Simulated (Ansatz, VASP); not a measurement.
**One calculation of Pb, two programs**

File INCAR:

```
SYSTEM = Pb
  ALGO = Fast
  EDIFF = 1E-7
  ENCUT = 520
  GGA = PE
  ISIF = 2
  ISMEAR = 0
  IVDW = 12
  LASPH = .True.
  LCHARG = .True.
  LELF = .True.
  LREAL = .False.
  LVHAR = .True.
  LWAVE = .False.
  NBANDS = 13
  NELM = 60
  PREC = Accurate
  SIGMA = 0.1
```

File KPOINTS:

```
k-points
0
Gamma
  16 16 16
  0 0 0
```

Contents of POSCAR:

```
Pb
1.0
   -1.9041681023      1.9041681023      1.9041681023
    1.9041681023     -1.9041681023      1.9041681023
    1.9041681023      1.9041681023     -1.9041681023
Pb
1
Direct
    0.0000000000      0.0000000000      0.0000000000
```

Input for Ansatz:

```yaml
crystal:
  lattice:
    - [-1.9041681023, 1.9041681023, 1.9041681023]
    - [1.9041681023, -1.9041681023, 1.9041681023]
    - [1.9041681023, 1.9041681023, -1.9041681023]
  atoms:
    - { symbol: Pb, position: [0.0, 0.0, 0.0] }
basis:
  ecutwfc: 420
kpoints:
  mp_grid: { grid: [16, 16, 16] }
hamiltonian:
  xc: pbe
  dispersion: d3bj
scf:
  occupations: { method: gaussian, width: 0.1 }
output:
  forces: true
  stress: true
  eigenvalues: true
```

Alike in both runs: task single point; functional PBE; dispersion D3(BJ); k mesh 16 × 16 × 16; occupations gaussian, width 0.1 eV; no spin polarisation.

```csv
,VASP,Ansatz
version,VASP 6.6.1,Ansatz 0.2.0
potentials or method,"VASP PAW PBE potentials, release 64 (Pb_d), cutoff 520 eV","scalar-relativistic, plane waves, PAW"
valence electrons in the cell,14,14
```

```tsv
	VASP	Ansatz	Ansatz less VASP
gap on the k mesh at the Fermi level (eV)	none	none	-
pressure (GPa)	5.2	5.2	+0.03
```

A gap of «none» marks a metal or a gap that the smearing closes.

Spin-orbit coupling is off throughout.
